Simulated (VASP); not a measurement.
# TiC (Fm-3m) in VASP: notebook, part 2 of 2

VASP 6.6.1. Earlier steps stand in the parts before.

## Step 6: Single point, revPBE+D3(BJ)

This run uses another cell than the first one, of 9.55 Å³/atom, 0.904 times its volume.

INCAR reads:

```
SYSTEM = TiC
  PREC = Accurate
  ENCUT = 520
  EDIFF = 1E-6
  ISMEAR = -1
  SIGMA = 0.05
  LREAL = .FALSE.
  LASPH = .TRUE.
  NELM = 60
  ALGO = Normal
  ISIF = 2
  LWAVE = .FALSE.
  LCHARG = .FALSE.
  GGA = RE
  IVDW = 12
  NBANDS = 15
```

KPOINTS reads:

```
regular mesh
0
G
  11 11 11
  0 0 0
```

POSCAR reads:

```
TiC
1.0
    0.0000000000      2.1215080947      2.1215080947
    2.1215080947      0.0000000000      2.1215080947
    2.1215080947      2.1215080947      0.0000000000
Ti C
1 1
Direct
    0.0000000000      0.0000000000      0.0000000000
    0.5000000000      0.5000000000      0.5000000000
```

Potentials or basis: VASP PAW PBE potentials, release 64 (Ti_sv, C).

On the command line:

```bash
cat potpaw_PBE.64/Ti_sv/POTCAR potpaw_PBE.64/C/POTCAR > POTCAR
mpirun -np 1 vasp_std > vasp.out
```

OUTCAR:

```text
SYSTEM = TiC
   PREC = Accurate
   ENCUT = 520
   EDIFF = 1E-6
   ISMEAR = -1
   LREAL = .FALSE.
   LASPH = .TRUE.
   NELM = 60
   ISIF = 2
   GGA = RE
   IVDW = 12
 IVDW          = 12

 ion  position               nearest neighbor table
   1  0.000  0.000  0.000-   2 2.12   2 2.12   2 2.12   2 2.12   2 2.12   2 2.12
   2  0.500  0.500  0.500-   1 2.12   1 2.12   1 2.12   1 2.12   1 2.12   1 2.12

  LATTYP: Found a face centered cubic cell.
 ALAT       =     4.2430161894

  Lattice vectors:

 A1 = (   0.0000000000,   2.1215080947,   2.1215080947)
 A2 = (   2.1215080947,   0.0000000000,   2.1215080947)
 A3 = (   2.1215080947,   2.1215080947,   0.0000000000)

Analysis of symmetry for initial positions (statically):
=====================================================================
 Subroutine PRICEL returns:
 Original cell was already a primitive cell.

 Routine SETGRP: Setting up the symmetry group for a
 face centered cubic supercell.

 Subroutine GETGRP returns: Found 48 space group operations
[... 9 lines left out ...]

 Routine SETGRP: Setting up the symmetry group for a
 face centered cubic supercell.

 Subroutine GETGRP returns: Found 48 space group operations
[... 11 lines left out ...]
                                     Primitive cell

  volume of cell :      19.0970

  direct lattice vectors                    reciprocal lattice vectors
     0.000000000  2.121508095  2.121508095    -0.235681401  0.235681401  0.235681401
     2.121508095  0.000000000  2.121508095     0.235681401 -0.235681401  0.235681401
     2.121508095  2.121508095  0.000000000     0.235681401  0.235681401 -0.235681401

  length of vectors
     3.000265520  3.000265520  3.000265520     0.408212161  0.408212161  0.408212161

  position of ions in fractional coordinates (direct lattice)
[... 8 lines left out ...]
----------------------------------------------------------------------------------------

 KPOINTS: regular mesh

Automatic generation of k-mesh.
 Grid dimensions read from file:
 generate k-points for:   11   11   11

[... 90 lines left out ...]
   AEXX    =    0.0000 exact exchange contribution
   IVDW    =    12    specifies the selected vdW correction
   LEPSILON=     F    determine dielectric tensor
   LRPA    =     F    only Hartree local field effects (RPA)
 non-spin polarized calculation
  energy-cutoff  :      520.00
  volume of cell :       19.10
 maximum number of plane-waves:       532
   NGX = 11   NGY = 11   NGZ = 11

 number of electron      16.0000002 magnetization

 Free energy of the ion-electron system (eV)
  ---------------------------------------------------
  ext. energy  EPLUGINS =         0.00000000
  ---------------------------------------------------
  free energy    TOTEN  =       -17.87143235 eV

  energy without entropy =      -17.86901167  energy(sigma->0) =      -17.87022201

 E-fermi :  10.3151     XC(G=0): -12.9555

 val. band max:       10.2155263242   @ k =   0.4545   0.4545   0.0000
 cond. band min:      10.3913042841   @ k =   0.0909   0.0000   0.0000
 fundamental gap:      0.1757779600
 Fermi energy:        10.3151476732

 k-point     1 :       0.0000    0.0000    0.0000
  band No.  band energies     occupation
      1     -46.2712      2.00000
      2     -22.2085      2.00000
      3     -22.2085      2.00000
      4     -22.2085      2.00000
      5      -2.4958      2.00000
      6      10.9666      0.00000
      7      10.9666      0.00000
      8      10.9666      0.00000
      9      12.0019      0.00000
     10      12.0019      0.00000
     11      12.0019      0.00000
     12      12.0827      0.00000
     13      12.0827      0.00000
     14      21.6406      0.00000
[... 401 lines left out ...]
      2     -22.5490      2.00000
      3     -22.3414      2.00000
      4     -22.2316      2.00000
      5      -0.6462      2.00000
      6       6.8276      2.00000
      7       7.9162      2.00000
      8       8.1853      2.00000
      9      11.8995      0.00000
     10      13.1214      0.00000
     11      14.0624      0.00000
     12      14.9880      0.00000
     13      18.0257      0.00000
     14      22.7217      0.00000
     15      24.2509      0.00000

 [... further k-points ...]

------------------------ aborting loop because EDIFF is reached ----------------------------------------

 Edisp (eV)   -1.81933

 E8    (eV) :    -1.2598

  FORCE on cell =-STRESS in cart. coord.  units (eV):
  Direction    XX          YY          ZZ          XY          YZ          ZX
  --------------------------------------------------------------------------------------
  -------------------------------------------------------------------------------------
  Total       0.66787     0.66787     0.66787     0.00000    -0.00000     0.00000
  in kB      56.03251    56.03251    56.03251     0.00000    -0.00000     0.00000
  external pressure =       56.03 kB  Pullay stress =        0.00 kB

 VOLUME and BASIS-vectors are now :
 -----------------------------------------------------------------------------
  energy-cutoff  :      520.00
  volume of cell :       19.10
      direct lattice vectors                 reciprocal lattice vectors
     0.000000000  2.121508095  2.121508095    -0.235681401  0.235681401  0.235681401
     2.121508095  0.000000000  2.121508095     0.235681401 -0.235681401  0.235681401
     2.121508095  2.121508095  0.000000000     0.235681401  0.235681401 -0.235681401

 POSITION                                       TOTAL-FORCE (eV/Angst)
 -----------------------------------------------------------------------------------
      0.00000      0.00000      0.00000         0.000000      0.000000      0.000000
      2.12151      2.12151      2.12151        -0.000000     -0.000000     -0.000000
 -----------------------------------------------------------------------------------
    total drift:                                0.000000     -0.000000     -0.000000

  FREE ENERGIE OF THE ION-ELECTRON SYSTEM (eV)
  ---------------------------------------------------
  free  energy   TOTEN  =       -19.6907624436 eV

  energy  without entropy=      -19.6883417712  energy(sigma->0) =      -19.68955211
```

stdout:

```text
POSCAR found type information on POSCAR TiC
 POSCAR found :  2 types and       2 ions
 scaLAPACK will be used
 -----------------------------------------------------------------------------
|                                                                             |
|                                                                             |
|     You enforced a specific xc type in the INCAR file but a different       |
|     I HOPE YOU KNOW WHAT YOU ARE DOING!                                     |
|                                                                             |
 -----------------------------------------------------------------------------

 LDA part: xc-table for (Slater+PW92), standard interpolation
 POSCAR, INCAR and KPOINTS ok, starting setup
 FFT: planning ... GRIDC
 FFT: planning ... GRID_SOFT
 FFT: planning ... GRID
 WAVECAR not read
 entering main loop
```

Wall time 11 s (1 thread of Intel Xeon Platinum 8259CL at 2.50GHz (Skylake/Cascade Lake), shared host); peak memory 0.15 GiB.

Results:

| Item | Value |
| --- | --- |
| Free energy | -19.6908 eV |
| Pressure | 5.6 GPa |
| Band gap on the k mesh | zero (band 8 reaches 10.97 eV, above the bottom of band 9 at 9.82 eV) |
| Dispersion energy per atom | -0.910 eV |

Levels at points of the mesh, in eV from the Fermi level:
```
           k point  band 6  band 7  band 8  band 9  band 10  band 11
(0.00, 0.00, 0.00)    0.65    0.65    0.65    1.69     1.69     1.69
```

Caveat: the PAW data sets were made with another functional, which shifts forces and pressure a little; pairwise dispersion overbinds metals, which lowers pressure and volume.

## Step 7: Summary

```csv
level,cell,k mesh,gap on the mesh (eV),pressure (GPa)
BLYP,"a = 3.103 Å, angles 60.0°, 2 atoms",11 × 11 × 11,none,-0.8
BLYP,"a = 3.123 Å, angles 60.0°, 2 atoms",11 × 11 × 11,none,-5.0
r2SCAN+D4,"a = 3.053 Å, angles 60.0°, 2 atoms",11 × 11 × 11,none,1.0
PBE,"a = 3.063 Å, angles 60.0°, 2 atoms",8 × 8 × 8,none,0.5
revPBE+D3(BJ),"a = 3.000 Å, angles 60.0°, 2 atoms",11 × 11 × 11,none,5.6
```

Alike in all rows: task single point; potentials or basis VASP PAW PBE potentials, release 64 (Ti_sv, C); no spin polarisation; cutoff (eV) 520; smearing fermi-dirac 0.05 eV.

Caveats: the PAW data sets were made with another functional, which shifts forces and pressure a little (some runs); pairwise dispersion overbinds metals, which lowers pressure and volume (some runs).

Absolute energies hang on the potentials; compare differences alone.
